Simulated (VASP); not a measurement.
# KBr (I4/mmm) in VASP: further runs

Runs on KBr. Level: r2SCAN. Tasks: single point.

All numbers are computed with VASP 6.6.1; they aren't measurements. Logs are shortened: lines on timing, memory, paths and dates and some standing lists are left out, and cuts for length are marked.

## (1) The cell of the first run

Symmetry: I4/mmm, No. 139, tetragonal system. The conventional cell has a = 4.470 Å, b = 4.470 Å, c = 7.112 Å, α = 90.00°, β = 90.00°, γ = 90.00°. Within 4.2 Å of K (site symmetry 4/mmm) lie 6 Br at 3.16 to 3.56 Å. Within 4.2 Å of Br (site symmetry 4/mmm) lie 6 K at 3.16 to 3.56 Å.

## (2) Single point, r2SCAN (strain -0.040 along x and y, +0.080 along z)

POSCAR

```
KBr
1.0
    0.0000000000      3.1608000000      3.5559000000
    3.1608000000      0.0000000000      3.5559000000
    3.1608000000      3.1608000000      0.0000000000
K Br
1 1
Direct
    0.0000000000      0.0000000000      0.0000000000
    0.5000000000      0.5000000000      0.5000000000
```

INCAR.step1

```
ALGO     = Normal         # electronic algorithm
EDIFF    = 1E-4           # SCF threshold, eV
ENCUT    = 520            # plane-wave cutoff, eV
GGA      = PE             # functional
ISMEAR   = 0              # smearing method
LASPH    = T              # aspherical terms in the spheres
LCHARG   = F              # write CHGCAR
LREAL    = F              # projectors in reciprocal space
LWAVE    = T              # write WAVECAR
NBANDS   = 15             # bands
NELM     = 80             # most SCF steps
PREC     = Accurate       # precision mode
SIGMA    = 0.05           # smearing width, eV
```

INCAR.step2

```
ALGO     = Normal         # electronic algorithm
EDIFF    = 1E-6           # SCF threshold, eV
ENCUT    = 520            # plane-wave cutoff, eV
ISIF     = 2              # what is computed and relaxed
ISMEAR   = 0              # smearing method
ISTART   = 1            
LASPH    = T              # aspherical terms in the spheres
LCHARG   = F              # write CHGCAR
LMIXTAU  = T            
LREAL    = F              # projectors in reciprocal space
LWAVE    = F              # write WAVECAR
METAGGA  = R2SCAN         # meta-GGA
NBANDS   = 15             # bands
NELM     = 80             # most SCF steps
PREC     = Accurate       # precision mode
SIGMA    = 0.05           # smearing width, eV
```

KPOINTS

```
k-points
0
Gamma
  6 6 6
```

Potentials or basis: VASP PAW PBE potentials, release 64 (K_sv, Br).

Launch:

```console
> cat potpaw_PBE.64/K_sv/POTCAR potpaw_PBE.64/Br/POTCAR > POTCAR
> cp INCAR.step1 INCAR
> mpirun -np 1 vasp_std > vasp.out
> cp INCAR.step2 INCAR
> mpirun -np 1 vasp_std > vasp.out
```

OUTCAR:

```text
EDIFF = 1E-6
   ENCUT = 520
   ISIF = 2
   ISMEAR = 0
   ISTART = 1
   LASPH = T
   LREAL = F
   METAGGA = R2SCAN
   NELM = 80
   PREC = Accurate

 ion  position               nearest neighbor table
   1  0.000  0.000  0.000-   2 3.16   2 3.16   2 3.16   2 3.16
   2  0.500  0.500  0.500-   1 3.16   1 3.16   1 3.16   1 3.16

  LATTYP: Found a body centered tetragonal cell.
 ALAT       =     4.4700462279
 C/A-ratio  =     1.5909902577

  Lattice vectors:

 A1 = (  -3.1608000000,   0.0000000000,   3.5559000000)
 A2 = (   3.1608000000,   0.0000000000,   3.5559000000)
 A3 = (   0.0000000000,   3.1608000000,  -3.5559000000)

Analysis of symmetry for initial positions (statically):
=====================================================================
 Subroutine PRICEL returns:
 Original cell was already a primitive cell.

 Routine SETGRP: Setting up the symmetry group for a
 body centered tetragonal supercell.

 Subroutine GETGRP returns: Found 16 space group operations
 (whereof 16 operations were pure point group operations)
 out of a pool of 16 trial point group operations.

The static configuration has the point symmetry D_4h.

Analysis of symmetry for dynamics (positions and initial velocities):
=====================================================================
 Subroutine PRICEL returns:
 Original cell was already a primitive cell.

 Routine SETGRP: Setting up the symmetry group for a
 body centered tetragonal supercell.

 Subroutine GETGRP returns: Found 16 space group operations
 (whereof 16 operations were pure point group operations)
 out of a pool of 16 trial point group operations.

The dynamic configuration has the point symmetry D_4h.

 Subroutine INISYM returns: Found 16 space group operations
 (whereof 16 operations are pure point group operations),
 and found     1 'primitive' translations

----------------------------------------------------------------------------------------

                                     Primitive cell

  volume of cell :      71.0516

  direct lattice vectors                    reciprocal lattice vectors
     0.000000000  3.160800000  3.555900000    -0.158187801  0.158187801  0.140611378
     3.160800000  0.000000000  3.555900000     0.158187801 -0.158187801  0.140611378
     3.160800000  3.160800000  0.000000000     0.158187801  0.158187801 -0.140611378

  length of vectors
     4.757634018  4.757634018  4.470046228     0.264231565  0.264231565  0.264231565

  position of ions in fractional coordinates (direct lattice)
     0.000000000  0.000000000  0.000000000
     0.500000000  0.500000000  0.500000000

  ion indices of the primitive-cell ions
   primitive index   ion index
                 1           1
                 2           2

----------------------------------------------------------------------------------------

 KPOINTS: k-points

Automatic generation of k-mesh.
 Grid dimensions read from file:
 generate k-points for:    6    6    6

 Generating k-lattice:

  Cartesian coordinates                     Fractional coordinates (reciprocal lattice)
    -0.026364633  0.026364633  0.023435230     0.166666667  0.000000000  0.000000000
     0.026364633 -0.026364633  0.023435230     0.000000000  0.166666667  0.000000000
     0.026364633  0.026364633 -0.023435230    -0.000000000 -0.000000000  0.166666667

  Length of vectors
     0.044038594  0.044038594  0.044038594

  Shift w.r.t. Gamma in fractional coordinates (k-lattice)
     0.000000000  0.000000000  0.000000000

 Subroutine IBZKPT returns following result:
 ===========================================

 Found     30 irreducible k-points:

 Following reciprocal coordinates:
            Coordinates               Weight
  0.000000  0.000000  0.000000      1.000000
  0.166667 -0.000000  0.000000      8.000000
  0.333333 -0.000000  0.000000      8.000000
  0.500000  0.000000  0.000000      4.000000
  0.166667  0.166667  0.000000      2.000000
  0.333333  0.166667  0.000000      8.000000
[... 16 lines left out ...]
  0.333333  0.000000  0.333333      4.000000
  0.500000  0.000000  0.333333     16.000000
 [... further k-points ...]
   k-points           NKPTS =     30   k-points in BZ     NKDIM =     30   number of bands    NBANDS=     15
   number of dos      NEDOS =    301   number of ions     NIONS =      2
   total plane-waves  NPLWV =  46656
   dimension x,y,z NGX =    36 NGY =   36 NGZ =   36
   dimension x,y,z NGXF=    72 NGYF=   72 NGZF=   72
   ions per type =               1   1
   NGX,Y,Z   is equivalent  to a cutoff of  12.58, 12.58, 13.39 a.u.
   NGXF,Y,Z  is equivalent  to a cutoff of  25.16, 25.16, 26.78 a.u.
 SYSTEM =  unknown system
   PREC   = accura    normal or accurate (medium, high low for compatibility)
   ISTART =      1    job   : 0-new  1-cont  2-samecut
   ICHARG =      0    charge: 1-file 2-atom 10-const
   ISPIN  =      1    spin polarized calculation?
   LNONCOLLINEAR =      F non collinear calculations
   LSORBIT =      F    spin-orbit coupling
   LASPH  =      T    aspherical Exc in radial PAW
   ENCUT  =  520.0 eV  38.22 Ry    6.18 a.u.   8.85  8.85  8.31*2*pi/ulx,y,z
   NELM   =     80;   NELMIN=  2; NELMDL=  0     # of ELM steps
   EDIFF  = 0.1E-05   stopping-criterion for ELM
   LREAL  =      F    real-space projection
   EDIFFG = 0.1E-04   stopping-criterion for IOM
   NSW    =      0    number of steps for IOM
   IBRION =     -1    ionic relax: 0-MD 1-quasi-New 2-CG
   NFREE  =      0    steps in history (QN), initial steepest desc. (CG)
   ISIF   =      2    stress and relaxation
   ISYM   =      2    0-nonsym 1-usesym 2-fastsym
   POTIM  = 0.5000    time-step for ionic-motion
   TEBEG  =    0.0;   TEEND  =   0.0 temperature during run
   PSTRESS=    0.0 pullay stress
   NELECT =      16.0000    total number of electrons
   NUPDOWN=      -1.0000    fix difference up-down
   EMIN   =  10.00;   EMAX   =-10.00  energy-range for DOS
   EFERMI =   0.00;   METHOD = LEGACY
   ISMEAR =     0;   SIGMA  =   0.05  broadening in eV -4-tet -1-fermi 0-gaus
   EFERMI_NEDOS =   21; number of points for ismear=-14 and -15
   IALGO  =     38    algorithm
   IMIX   =      4    mixing-type and parameters
     AMIX     =   0.40;   BMIX     =  1.00
     AMIX_MAG =   1.60;   BMIX_MAG =  1.00
  volume/ion in A,a.u.               =      35.53       239.74
  Fermi-wavevector in a.u.,A,eV,Ry     =   0.995995  1.882157 13.497050  0.992005
  Thomas-Fermi vector in A             =   2.128053
   LORBIT       =      0    0 simple, 1 ext, 2 COOP (PROOUT), +10 PAW based schemes
   METAGGA = R2SCAN    functional components
   LHFCALC =     F    Hartree Fock is set to
   AEXX    =    0.0000 exact exchange contribution
   IVDW    =     0    specifies the selected vdW correction
   LEPSILON=     F    determine dielectric tensor
   LRPA    =     F    only Hartree local field effects (RPA)
 non-spin polarized calculation
 Gauss-broadening in eV      SIGMA  =   0.05
  energy-cutoff  :      520.00
  volume of cell :       71.05
 maximum number of plane-waves:      1934
   NGX = 17   NGY = 17   NGZ = 17

 number of electron      15.9999999 magnetization

 Free energy of the ion-electron system (eV)
  ---------------------------------------------------
  ext. energy  EPLUGINS =         0.00000000
  ---------------------------------------------------
  free energy    TOTEN  =       -23.18005448 eV

  energy without entropy =      -23.18005448  energy(sigma->0) =      -23.18005448

 E-fermi :  -1.8269     XC(G=0):  -7.7786

 val. band max:       -2.0735634249   @ k =   0.0000   0.0000   0.0000
 cond. band min:       2.9687707693   @ k =   0.0000   0.0000   0.0000
 fundamental gap:      5.0423341942
 Fermi energy:        -1.8268537251

 k-point     1 :       0.0000    0.0000    0.0000
  band No.  band energies     occupation
      1     -30.9287      2.00000
      2     -14.8616      2.00000
      3     -13.6571      2.00000
      4     -13.6379      2.00000
      5     -13.6379      2.00000
      6      -2.1507      2.00000
      7      -2.0736      2.00000
      8      -2.0736      2.00000
      9       2.9688      0.00000
     10       5.6830      0.00000
     11       6.4165      0.00000
     12       6.4165      0.00000
     13       6.9521      0.00000
     14       7.3900      0.00000
     15      10.0616      0.00000

 k-point     2 :       0.1667   -0.0000    0.0000
  band No.  band energies     occupation
      1     -30.9271      2.00000
      2     -14.9247      2.00000
      3     -13.6602      2.00000
      4     -13.6354      2.00000
      5     -13.5515      2.00000
      6      -2.4631      2.00000
      7      -2.2224      2.00000
      8      -2.1711      2.00000
      9       3.6073      0.00000
     10       5.8840      0.00000
     11       6.3864      0.00000
     12       6.7365      0.00000
     13       7.3421      0.00000
     14       7.8044      0.00000
     15      11.0416      0.00000

 k-point     3 :       0.3333   -0.0000    0.0000
  band No.  band energies     occupation
      1     -30.9239      2.00000
      2     -15.0321      2.00000
      3     -13.6685      2.00000
      4     -13.6303      2.00000
      5     -13.3941      2.00000
      6      -3.0589      2.00000
      7      -2.3956      2.00000
      8      -2.3552      2.00000
      9       4.6749      0.00000
     10       6.2231      0.00000
     11       7.2305      0.00000
     12       7.6129      0.00000
     13       8.3086      0.00000
     14       8.8499      0.00000
     15       9.9691      0.00000

 k-point     4 :       0.5000    0.0000    0.0000
  band No.  band energies     occupation
      1     -30.9223      2.00000
      2     -15.0792      2.00000
      3     -13.6727      2.00000
      4     -13.6277      2.00000
      5     -13.3213      2.00000
      6      -3.3140      2.00000
      7      -2.4763      2.00000
      8      -2.4424      2.00000
      9       5.0320      0.00000
     10       6.7432      0.00000
     11       8.3800      0.00000
     12       8.5147      0.00000
     13       8.5285      0.00000
     14       9.2467      0.00000
     15       9.3087      0.00000
[... 307 lines left out ...]
 k-point    22 :      -0.3333    0.5000    0.1667
  band No.  band energies     occupation
      1     -30.9223      2.00000
      2     -14.8863      2.00000
      3     -13.7234      2.00000
      4     -13.6816      2.00000
      5     -13.5073      2.00000
      6      -2.9023      2.00000
      7      -2.5964      2.00000
      8      -2.4680      2.00000
      9       5.2098      0.00000
     10       6.7400      0.00000
     11       6.8052      0.00000
     12       7.9575      0.00000
     13       8.8363      0.00000
     14       9.3260      0.00000
     15       9.7538      0.00000

 k-point    23 :       0.3333    0.0000    0.3333
  band No.  band energies     occupation
      1     -30.9215      2.00000
      2     -14.8986      2.00000
      3     -13.6866      2.00000
      4     -13.6757      2.00000
      5     -13.5431      2.00000
      6      -2.9514      2.00000
      7      -2.3960      2.00000
      8      -2.3589      2.00000
      9       4.5831      0.00000
     10       5.1338      0.00000
     11       7.9445      0.00000
     12       8.6158      0.00000
     13       8.6562      0.00000
     14       8.8349      0.00000
     15      10.0111      0.00000

 k-point    24 :       0.5000    0.0000    0.3333
  band No.  band energies     occupation
      1     -30.9200      2.00000
      2     -14.8487      2.00000
      3     -13.7017      2.00000
      4     -13.6813      2.00000
      5     -13.5984      2.00000
      6      -2.9026      2.00000
      7      -2.5595      2.00000
      8      -2.4365      2.00000
      9       4.6559      0.00000
     10       6.0911      0.00000
     11       7.6353      0.00000
     12       8.4731      0.00000
     13       8.6744      0.00000
     14       9.1758      0.00000
     15       9.8953      0.00000

 [... further k-points ...]
[... 5 lines left out ...]
  --------------------------------------------------------------------------------------
  -------------------------------------------------------------------------------------
  Total        0.9550401      0.9550401     -0.6802140      0.0000000      0.0000000     -0.0000000
  in kB       21.5356805     21.5356805    -15.3384900      0.0000000      0.0000000     -0.0000000
  external PRESSURE =       9.2442903 kB  Pullay stress =       0.0000000 kB

 VOLUME and BASIS-vectors are now :
 -----------------------------------------------------------------------------
  energy-cutoff  :      520.00
  volume of cell :       71.05
      direct lattice vectors                 reciprocal lattice vectors
     0.000000000  3.160800000  3.555900000    -0.158187801  0.158187801  0.140611378
     3.160800000  0.000000000  3.555900000     0.158187801 -0.158187801  0.140611378
     3.160800000  3.160800000  0.000000000     0.158187801  0.158187801 -0.140611378

 POSITION                                       TOTAL-FORCE (eV/Angst)
 -----------------------------------------------------------------------------------
      0.00000      0.00000      0.00000         0.000000     -0.000000      0.000000
      3.16080      3.16080      3.55590        -0.000000      0.000000     -0.000000
 -----------------------------------------------------------------------------------
    total drift:                                0.000000      0.000000      0.000000

  FREE ENERGIE OF THE ION-ELECTRON SYSTEM (eV)
  ---------------------------------------------------
  free  energy   TOTEN  =       -23.1800544814 eV

  energy  without entropy=      -23.1800544814  energy(sigma->0) =      -23.18005448
```

Wall time 76 s (1 thread of AMD EPYC 9R45 (Zen 5), shared host); peak memory 0.19 GiB.

Results:

- Free energy: -23.1801 eV
- Pressure: 0.9 GPa
- Band gap on the k mesh: 5.04 eV, direct

Caveat: the cell differs from its parent crystal (strain -0.040 along x and y, +0.080 along z); the PAW data sets were made with another functional, which shifts forces and pressure a little.

## (3) Single point, r2SCAN (strain +0.040 along x and y, -0.040 along z)

POSCAR

```
KBr
1.0
    0.0000000000      3.4242000000      3.1608000000
    3.4242000000      0.0000000000      3.1608000000
    3.4242000000      3.4242000000      0.0000000000
K Br
1 1
Direct
    0.0000000000      0.0000000000      0.0000000000
    0.5000000000      0.5000000000      0.5000000000
```

INCAR.step1

```
SYSTEM = KBr
PREC = Accurate
ENCUT = 520
ISMEAR = 0
SIGMA = 0.05
LREAL = .False.
LASPH = .True.
NELM = 80
NBANDS = 15
GGA = PE
ALGO = Normal
EDIFF = 1E-4
LWAVE = .True.
LCHARG = .False.
```

INCAR.step2

```
SYSTEM = KBr
PREC = Accurate
ENCUT = 520
EDIFF = 1E-7
ISMEAR = 0
SIGMA = 0.05
LREAL = .False.
LASPH = .True.
NELM = 80
ALGO = Normal
ISIF = 2
LWAVE = .False.
LCHARG = .False.
METAGGA = R2SCAN
LMIXTAU = .True.
NBANDS = 15
ISTART = 1
```

KPOINTS

```
Automatic mesh
0
Gamma
  6 6 6
  0 0 0
```

Potentials or basis: VASP PAW PBE potentials, release 64 (K_sv, Br).

Launch:

```console
> cat potpaw_PBE.64/K_sv/POTCAR potpaw_PBE.64/Br/POTCAR > POTCAR
> cp INCAR.step1 INCAR
> mpirun -np 1 vasp_std > vasp.out
> cp INCAR.step2 INCAR
> mpirun -np 1 vasp_std > vasp.out
```

OUTCAR:

```text
SYSTEM = KBr
   PREC = Accurate
   ENCUT = 520
   EDIFF = 1E-7
   ISMEAR = 0
   LREAL = .False.
   LASPH = .True.
   NELM = 80
   ISIF = 2
   METAGGA = R2SCAN
   ISTART = 1

 ion  position               nearest neighbor table
   1  0.000  0.000  0.000-   2 3.16   2 3.16
   2  0.500  0.500  0.500-   1 3.16   1 3.16

  LATTYP: Found a body centered tetragonal cell.
 ALAT       =     4.8425500803
 C/A-ratio  =     1.3054279037

  Lattice vectors:

 A1 = (   0.0000000000,  -3.4242000000,  -3.1608000000)
 A2 = (   0.0000000000,   3.4242000000,  -3.1608000000)
 A3 = (   3.4242000000,   0.0000000000,   3.1608000000)

Analysis of symmetry for initial positions (statically):
=====================================================================
 Subroutine PRICEL returns:
 Original cell was already a primitive cell.

 Routine SETGRP: Setting up the symmetry group for a
 body centered tetragonal supercell.

 Subroutine GETGRP returns: Found 16 space group operations
 (whereof 16 operations were pure point group operations)
 out of a pool of 16 trial point group operations.

The static configuration has the point symmetry D_4h.

Analysis of symmetry for dynamics (positions and initial velocities):
[... 175 lines left out ...]
      7      -2.2787      2.00000
      8      -2.2365      2.00000
      9       2.7101      0.00000
     10       5.8223      0.00000
     11       5.8223      0.00000
     12       6.3047      0.00000
     13       6.7257      0.00000
     14       7.1692      0.00000
[... 401 lines left out ...]
      2     -14.9600      2.00000
      3     -13.9646      2.00000
      4     -13.9277      2.00000
      5     -13.8532      2.00000
      6      -3.0569      2.00000
      7      -2.6615      2.00000
      8      -2.5190      2.00000
      9       4.6104      0.00000
     10       5.8013      0.00000
     11       7.1615      0.00000
     12       8.0935      0.00000
     13       8.1792      0.00000
     14       8.8864      0.00000
     15       9.2317      0.00000

 [... further k-points ...]

------------------------ aborting loop because EDIFF is reached ----------------------------------------

  FORCE on cell =-STRESS in cart. coord.  units (eV):
  Direction    XX          YY          ZZ          XY          YZ          ZX
  --------------------------------------------------------------------------------------
  -------------------------------------------------------------------------------------
  Total       -0.4860830     -0.4860830      0.8447870      0.0000000      0.0000000     -0.0000000
  in kB      -10.5069282    -10.5069282     18.2604957      0.0000000      0.0000000     -0.0000000
  external PRESSURE =      -0.9177869 kB  Pullay stress =       0.0000000 kB

 VOLUME and BASIS-vectors are now :
 -----------------------------------------------------------------------------
  energy-cutoff  :      520.00
  volume of cell :       74.12
      direct lattice vectors                 reciprocal lattice vectors
     0.000000000  3.424200000  3.160800000    -0.146019508  0.146019508  0.158187801
     3.424200000  0.000000000  3.160800000     0.146019508 -0.146019508  0.158187801
     3.424200000  3.424200000  0.000000000     0.146019508  0.146019508 -0.158187801

 POSITION                                       TOTAL-FORCE (eV/Angst)
 -----------------------------------------------------------------------------------
      0.00000      0.00000      0.00000        -0.000000     -0.000000      0.000000
      3.42420      3.42420      3.16080         0.000000      0.000000      0.000000
 -----------------------------------------------------------------------------------
    total drift:                                0.000000      0.000000      0.000000

  FREE ENERGIE OF THE ION-ELECTRON SYSTEM (eV)
  ---------------------------------------------------
  free  energy   TOTEN  =       -23.2131587333 eV

  energy  without entropy=      -23.2131587333  energy(sigma->0) =      -23.21315873
```

It took 1.7 min on 1 thread of AMD EPYC 9R45 (Zen 5), shared host; peak memory 0.2 GiB.

What came out:

```
Free energy            : -23.2132 eV
Pressure               : -0.1 GPa
Band gap on the k mesh : 4.95 eV, direct
```

Stress tensor (GPa, compression positive):
```
-1.05  0.00  0.00
 0.00 -1.05  0.00
 0.00  0.00  1.83
```

Caveat: the cell differs from its parent crystal (strain +0.040 along x and y, -0.040 along z); the PAW data sets were made with another functional, which shifts forces and pressure a little.
